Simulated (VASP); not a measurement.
# Pr (Im-3m) in VASP: a series of runs

Aim: see how the results for Pr move with the level of theory and the settings. Levels: LDA, PBEsol, PBE. Tasks: single point.

All numbers are computed with VASP 6.6.1; they aren't measurements. Logs are shortened: lines on timing, memory, paths and dates and some standing lists are left out, and cuts for length are marked.

**1. The cell of the first run**

The structure is cubic, space group Im-3m (No. 229). The conventional cell has a = 4.195 Å, b = 4.195 Å, c = 4.195 Å, α = 90.00°, β = 90.00°, γ = 90.00°. Pr (site symmetry m-3m) has 14 Pr at 3.63 to 4.19 Å within 4.8 Å.

**2. Single point, LDA, collinear spin, ferromagnetic start**

Contents of INCAR:

```
SYSTEM = Pr
PREC = Accurate ; ENCUT = 520
EDIFF = 1E-6 ; ISMEAR = 0
SIGMA = 0.02 ; LREAL = .FALSE.
LASPH = .TRUE. ; NELM = 150
ALGO = Normal ; ISIF = 2
LWAVE = .FALSE. ; LCHARG = .FALSE.
ISPIN = 2 ; MAGMOM = 2
LORBIT = 11 ; LMAXMIX = 6
GGA = CA ; NBANDS = 16
```

Contents of KPOINTS:

```
Automatic mesh
0
G
  9 9 9
  0 0 0
```

Contents of POSCAR:

```
Pr
1.0
    3.6327551300      0.0000000000      0.0000000000
   -1.2109183764      3.4249943825      0.0000000000
   -1.2109183764     -1.7124971907      2.9661321434
Pr
1
Direct
    0.0000000000      0.0000000000      0.0000000000
```

Potentials or basis: VASP PAW PBE potentials, release 64 (Pr).

On the command line:

```console
$ cat potpaw_PBE.64/Pr/POTCAR > POTCAR
$ mpirun -np 1 vasp_std > vasp.out
```

OUTCAR:

```text
SYSTEM = Pr
   PREC = Accurate
   ENCUT = 520
   EDIFF = 1E-6
   ISMEAR = 0
   LREAL = .FALSE.
   LASPH = .TRUE.
   NELM = 150
   ISIF = 2
   ISPIN = 2
   LORBIT = 11
   GGA = CA

 ion  position               nearest neighbor table
   1  0.000  0.000  0.000-

  LATTYP: Found a body centered cubic cell.
 ALAT       =     4.1947443044

  Lattice vectors:

 A1 = (   3.6327551300,   0.0000000000,   0.0000000000)
 A2 = (  -1.2109183764,   3.4249943825,   0.0000000000)
 A3 = (  -1.2109183764,  -1.7124971907,   2.9661321434)

Analysis of symmetry for initial positions (statically):
=====================================================================
 Subroutine PRICEL returns:
 Original cell was already a primitive cell.

 Routine SETGRP: Setting up the symmetry group for a
 body centered cubic supercell.

 Subroutine GETGRP returns: Found 48 space group operations
 (whereof 48 operations were pure point group operations)
 out of a pool of 48 trial point group operations.

The static configuration has the point symmetry O_h .

Analysis of symmetry for dynamics (positions and initial velocities):
=====================================================================
 Subroutine PRICEL returns:
 Original cell was already a primitive cell.

 Routine SETGRP: Setting up the symmetry group for a
 body centered cubic supercell.

 Subroutine GETGRP returns: Found 48 space group operations
 (whereof 48 operations were pure point group operations)
 out of a pool of 48 trial point group operations.

The dynamic configuration has the point symmetry O_h .

Analysis of structural, dynamic, and magnetic symmetry:
=====================================================================
 Subroutine PRICEL returns:
 Original cell was already a primitive cell.

 Routine SETGRP: Setting up the symmetry group for a
 body centered cubic supercell.

 Subroutine GETGRP returns: Found 48 space group operations
 (whereof 48 operations were pure point group operations)
 out of a pool of 48 trial point group operations.

The overall configuration has the point symmetry O_h .

 Subroutine INISYM returns: Found 48 space group operations
 (whereof 48 operations are pure point group operations),
 and found     1 'primitive' translations

----------------------------------------------------------------------------------------

                                     Primitive cell

  volume of cell :      36.9051

  direct lattice vectors                    reciprocal lattice vectors
     3.632755130  0.000000000  0.000000000     0.275273164  0.097323761  0.168569698
    -1.210918376  3.424994382  0.000000000     0.000000000  0.291971282  0.168569698
    -1.210918376 -1.712497191  2.966132143     0.000000000  0.000000000  0.337139396

  length of vectors
     3.632755130  3.632755130  3.632755130     0.337139396  0.337139396  0.337139396

  position of ions in fractional coordinates (direct lattice)
     0.000000000  0.000000000  0.000000000

  ion indices of the primitive-cell ions
   primitive index   ion index
                 1           1

----------------------------------------------------------------------------------------

 KPOINTS: Automatic mesh

Automatic generation of k-mesh.
 Grid dimensions read from file:
 generate k-points for:    9    9    9

 Generating k-lattice:

  Cartesian coordinates                     Fractional coordinates (reciprocal lattice)
     0.030585907  0.010813751  0.018729966     0.111111111 -0.000000000 -0.000000000
     0.000000000  0.032441254  0.018729966     0.000000000  0.111111111  0.000000000
     0.000000000  0.000000000  0.037459933     0.000000000  0.000000000  0.111111111

  Length of vectors
     0.037459933  0.037459933  0.037459933

  Shift w.r.t. Gamma in fractional coordinates (k-lattice)
     0.000000000  0.000000000  0.000000000

 Subroutine IBZKPT returns following result:
 ===========================================

 Found     35 irreducible k-points:

 Following reciprocal coordinates:
            Coordinates               Weight
  0.000000  0.000000  0.000000      1.000000
  0.111111 -0.000000  0.000000     12.000000
  0.222222 -0.000000  0.000000     12.000000
  0.333333 -0.000000  0.000000     12.000000
  0.444444 -0.000000  0.000000     12.000000
  0.111111  0.111111  0.000000     24.000000
[... 16 lines left out ...]
 -0.333333  0.444444  0.111111     48.000000
 -0.444444 -0.444444  0.111111     24.000000
 [... further k-points ...]
   k-points           NKPTS =     35   k-points in BZ     NKDIM =     35   number of bands    NBANDS=     16
   number of dos      NEDOS =    301   number of ions     NIONS =      1
   total plane-waves  NPLWV =  21952
   dimension x,y,z NGX =    28 NGY =   28 NGZ =   28
   dimension x,y,z NGXF=    56 NGYF=   56 NGZF=   56
   ions per type =               1
   NGX,Y,Z   is equivalent  to a cutoff of  12.81, 12.81, 12.81 a.u.
   NGXF,Y,Z  is equivalent  to a cutoff of  25.63, 25.63, 25.63 a.u.
 SYSTEM =  Pr
   PREC   = accura    normal or accurate (medium, high low for compatibility)
   ISTART =      0    job   : 0-new  1-cont  2-samecut
   ICHARG =      2    charge: 1-file 2-atom 10-const
   ISPIN  =      2    spin polarized calculation?
   LNONCOLLINEAR =      F non collinear calculations
   LSORBIT =      F    spin-orbit coupling
   LASPH  =      T    aspherical Exc in radial PAW
   ENCUT  =  520.0 eV  38.22 Ry    6.18 a.u.   6.75  6.75  6.75*2*pi/ulx,y,z
   NELM   =    150;   NELMIN=  2; NELMDL= -5     # of ELM steps
   EDIFF  = 0.1E-05   stopping-criterion for ELM
   LREAL  =      F    real-space projection
   EDIFFG = 0.1E-04   stopping-criterion for IOM
   NSW    =      0    number of steps for IOM
   IBRION =     -1    ionic relax: 0-MD 1-quasi-New 2-CG
   NFREE  =      0    steps in history (QN), initial steepest desc. (CG)
   ISIF   =      2    stress and relaxation
   ISYM   =      2    0-nonsym 1-usesym 2-fastsym
   POTIM  = 0.5000    time-step for ionic-motion
   TEBEG  =    0.0;   TEEND  =   0.0 temperature during run
   PSTRESS=    0.0 pullay stress
   NELECT =      13.0000    total number of electrons
   NUPDOWN=      -1.0000    fix difference up-down
   EMIN   =  10.00;   EMAX   =-10.00  energy-range for DOS
   EFERMI =   0.00;   METHOD = LEGACY
   ISMEAR =     0;   SIGMA  =   0.02  broadening in eV -4-tet -1-fermi 0-gaus
   EFERMI_NEDOS =   21; number of points for ismear=-14 and -15
   IALGO  =     38    algorithm
   IMIX   =      4    mixing-type and parameters
     AMIX     =   0.40;   BMIX     =  1.00
     AMIX_MAG =   1.60;   BMIX_MAG =  1.00
  volume/ion in A,a.u.               =      36.91       249.05
  Fermi-wavevector in a.u.,A,eV,Ry     =   1.156184  2.184872 18.187757  1.336762
  Thomas-Fermi vector in A             =   2.292807
   LORBIT       =     11    0 simple, 1 ext, 2 COOP (PROOUT), +10 PAW based schemes
   GGA     = CA    functional components
   LHFCALC =     F    Hartree Fock is set to
   AEXX    =    0.0000 exact exchange contribution
   IVDW    =     0    specifies the selected vdW correction
   LEPSILON=     F    determine dielectric tensor
   LRPA    =     F    only Hartree local field effects (RPA)
 spin polarized calculation
 Gauss-broadening in eV      SIGMA  =   0.02
  energy-cutoff  :      520.00
  volume of cell :       36.91
 maximum number of plane-waves:      1008
   NGX = 13   NGY = 13   NGZ = 13

 number of electron      13.0000001 magnetization       2.8201525

 Free energy of the ion-electron system (eV)
  ---------------------------------------------------
  ext. energy  EPLUGINS =         0.00000000
  ---------------------------------------------------
  free energy    TOTEN  =        -5.78729788 eV

  energy without entropy =       -5.78513069  energy(sigma->0) =       -5.78621428

 E-fermi :   5.2180     XC(G=0):  -9.8933

 val. band max:        5.2137197044   @ k =  -0.3333   0.3333   0.2222
 cond. band min:       5.2181137835   @ k =   0.3333   0.2222   0.1111
 fundamental gap:      0.0043940791
 Fermi energy:         5.2179898150

 spin component 1

 k-point     1 :       0.0000    0.0000    0.0000
  band No.  band energies     occupation
      1     -30.7268      1.00000
      2     -12.2568      1.00000
      3     -12.2568      1.00000
      4     -12.2568      1.00000
      5       1.5262      1.00000
      6       5.0092      1.00000
[... 8 lines left out ...]
     15       6.6875      0.00000
     16       8.9060      0.00000

 k-point     2 :       0.1111   -0.0000    0.0000
  band No.  band energies     occupation
      1     -30.7110      1.00000
      2     -12.3947      1.00000
      3     -12.2980      1.00000
      4     -12.2581      1.00000
      5       1.8849      1.00000
      6       4.9770      1.00000
[... 8 lines left out ...]
     15       7.1545      0.00000
     16       8.6248      0.00000
[... 387 lines left out ...]
      5       4.1035      1.00000
      6       4.7655      1.00000
[... 8 lines left out ...]
     15       8.1811      0.00000
     16       9.7856      0.00000

 k-point    24 :      -0.4444   -0.4444    0.1111
  band No.  band energies     occupation
      1     -30.5648      1.00000
      2     -13.2138      1.00000
      3     -12.7618      1.00000
      4     -12.4285      1.00000
      5       4.0441      1.00000
      6       4.9191      1.00000
[... 8 lines left out ...]
     15       8.2170      0.00000
     16      10.4090      0.00000

 [... further k-points ...]

 spin component 2

 k-point     1 :       0.0000    0.0000    0.0000
  band No.  band energies     occupation
      1     -29.6876      1.00000
      2     -11.3714      1.00000
      3     -11.3714      1.00000
      4     -11.3714      1.00000
      5       2.0679      1.00000
      6       6.4456      0.00000
[... 8 lines left out ...]
     15       7.3057      0.00000
     16       9.4539      0.00000

 k-point     2 :       0.1111   -0.0000    0.0000
  band No.  band energies     occupation
      1     -29.6708      1.00000
      2     -11.5167      1.00000
      3     -11.4144      1.00000
      4     -11.3729      1.00000
      5       2.4321      1.00000
      6       6.3261      0.00000
[... 8 lines left out ...]
     15       7.8619      0.00000
     16       9.2034      0.00000
[... 387 lines left out ...]
      5       4.6836      1.00000
      6       5.6017      0.00000
[... 8 lines left out ...]
     15       8.8748      0.00000
     16      10.4307      0.00000

 k-point    24 :      -0.4444   -0.4444    0.1111
  band No.  band energies     occupation
      1     -29.5162      1.00000
      2     -12.3733      1.00000
      3     -11.8988      1.00000
      4     -11.5513      1.00000
      5       4.6106      1.00000
      6       5.8828      0.00000
[... 8 lines left out ...]
     15       8.9113      0.00000
     16      11.0585      0.00000

 [... further k-points ...]
[... 5 lines left out ...]
  --------------------------------------------------------------------------------------
  -------------------------------------------------------------------------------------
  Total       -1.6431408     -1.6431408     -1.6431408     -0.0000000     -0.0000000     -0.0000000
  in kB      -71.3343798    -71.3343798    -71.3343798     -0.0000000     -0.0000000     -0.0000000
  external PRESSURE =     -71.3343798 kB  Pullay stress =       0.0000000 kB

 VOLUME and BASIS-vectors are now :
 -----------------------------------------------------------------------------
  energy-cutoff  :      520.00
  volume of cell :       36.91
      direct lattice vectors                 reciprocal lattice vectors
     3.632755130  0.000000000  0.000000000     0.275273164  0.097323761  0.168569698
    -1.210918376  3.424994382  0.000000000     0.000000000  0.291971282  0.168569698
    -1.210918376 -1.712497191  2.966132143     0.000000000  0.000000000  0.337139396

 POSITION                                       TOTAL-FORCE (eV/Angst)
 -----------------------------------------------------------------------------------
      0.00000      0.00000      0.00000         0.000000     -0.000000      0.000000
 -----------------------------------------------------------------------------------
    total drift:                               -0.000000      0.000000     -0.000000

  FREE ENERGIE OF THE ION-ELECTRON SYSTEM (eV)
  ---------------------------------------------------
  free  energy   TOTEN  =        -5.7872978820 eV

  energy  without entropy=       -5.7851306854  energy(sigma->0) =       -5.78621428

 total charge

# of ion       s       p       d       f       tot
--------------------------------------------------
    1        1.986   5.241   0.543   2.172   9.943

 magnetization (x)

# of ion       s       p       d       f       tot
--------------------------------------------------
    1       -0.004  -0.011   0.159   2.125   2.269
```

It took 1.8 min on 1 thread of AMD EPYC 7R43 (Zen 3), shared host; peak memory 0.15 GiB.

What came out:

```yaml
Free_energy: -5.7873 eV
Pressure: -7.1 GPa
Net_moment: 2.82 μB per cell
Site_moments: Pr +2.27 μB
Valence_electrons_inside_the_program's_atomic_spheres: Pr 9.94
```

Caveat: the magnetic or orbital state may not be the lowest; the PAW data sets were made with another functional, which shifts forces and pressure a little; spin-orbit coupling is left out, which moves the levels of the heavy elements.

**3. Single point, PBEsol, collinear spin, ferromagnetic start**

Contents of INCAR:

```
SYSTEM = Pr
ALGO = Fast
EDIFF = 1E-6
ENCUT = 520
GGA = PS
ISIF = 2
ISMEAR = -1
ISPIN = 2
LASPH = .True.
LCHARG = .False.
LMAXMIX = 6
LORBIT = 11
LREAL = .False.
LWAVE = .False.
MAGMOM = 2
NBANDS = 16
NELM = 150
PREC = Accurate
SIGMA = 0.05
```

Contents of KPOINTS:

```
k-points
0
Gamma
  9 9 9
  0 0 0
```

Contents of POSCAR:

```
Pr
1.0
   -2.0973721543      2.0973721543      2.0973721543
    2.0973721543     -2.0973721543      2.0973721543
    2.0973721543      2.0973721543     -2.0973721543
Pr
1
Direct
    0.0000000000      0.0000000000      0.0000000000
```

Potentials or basis: VASP PAW PBE potentials, release 64 (Pr).

On the command line:

```console
$ cat potpaw_PBE.64/Pr/POTCAR > POTCAR
$ mpirun -np 1 vasp_std > vasp.out
```

Wall time 1.8 min (1 thread of Intel Xeon Platinum 8488C (Sapphire Rapids), shared host); peak memory 0.2 GiB.

Results (log left out):

| Property | Result |
| --- | --- |
| Free energy | -5.7228 eV |
| Pressure | -5.9 GPa |
| Band gap on the k mesh | zero (filled and empty bands overlap) |
| Net moment | 3.02 μB per cell |
| Site moments | Pr +2.31 μB |
| Valence electrons inside the program's atomic spheres | Pr 9.96 |

Levels at points of the mesh, in eV from the Fermi level:
Spin up:
```csv
k point,band 4,band 5,band 6,band 7,band 8,band 9,band 10,band 11,band 12,band 13
"(0.00, 0.00, 0.00)",-17.58,-3.85,-0.14,-0.14,-0.14,0.25,0.25,0.25,0.33,1.41
```
Spin down:
| k point | band 3 | band 4 | band 5 | band 6 | band 7 | band 8 |
| --- | --- | --- | --- | --- | --- | --- |
| (0.00, 0.00, 0.00) | -16.58 | -16.58 | -3.02 | 1.37 | 1.37 | 1.37 |

Caveat: the magnetic or orbital state may not be the lowest; the PAW data sets were made with another functional, which shifts forces and pressure a little; spin-orbit coupling is left out, which moves the levels of the heavy elements. The state reached can hang on the start; a lower one may exist.

[end of part 1 of 2]
